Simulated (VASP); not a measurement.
Set up this calculation in VASP 6.6.1, as the native input.

```yaml
Task: single point
Functional: PBEsol
Potentials_or_basis: VASP PAW PBE potentials, release 64 (Bi_d)
Cutoff: 520 eV
k_mesh: 6 × 6 × 9
Occupations: fermi-dirac, width 0.05 eV
Spin: no spin polarisation
Dipole_correction: no
Further_INCAR_settings: ALGO = Fast; EDIFF = 1e-06; NBANDS = 22
```

The structure of Bi lies in POSCAR:

```
Bi
1.0
    3.5117019713     -3.1533241543      0.0000000000
    3.5117019713      3.1533241543      0.0000000000
   -1.2685811704      0.0000000000      3.1341701374
Bi
2
Direct
    0.7530610000      0.7530610000      0.8573820000
    0.2469390000      0.2469390000      0.1426180000
```

This cell differs from its parent crystal: volume scaled by 1.02.

These files were run (other wordings do the same):

INCAR

```
SYSTEM = Bi
PREC = Accurate
ENCUT = 520
EDIFF = 1E-6
ISMEAR = -1
SIGMA = 0.05
LREAL = .False.
LASPH = .True.
NELM = 100
ALGO = Fast
ISIF = 2
LWAVE = .False.
LCHARG = .False.
GGA = PS
NBANDS = 22
```

KPOINTS

```
Automatic mesh
0
Gamma
  6 6 9
  0 0 0
```

Potentials or basis: VASP PAW PBE potentials, release 64 (Bi_d).

Launch:

```bash
$ cat potpaw_PBE.64/Bi_d/POTCAR > POTCAR
$ mpirun -np 1 vasp_std > vasp.out
```

Results of the run:

* Pressure: -3.4 GPa
* Largest force: 0.083 eV/Å
* Band gap on the k mesh: zero (band 15 reaches 9.46 eV, above the bottom of band 16 at 4.72 eV)

Caveat: the PAW data sets were made with another functional, which shifts forces and pressure a little; spin-orbit coupling is left out, which moves the levels of the heavy elements.

It took 51 s on 1 thread of Intel(R) Xeon(R) 6975P-C (Granite Rapids) (shared host), peak memory 0.25 GiB.
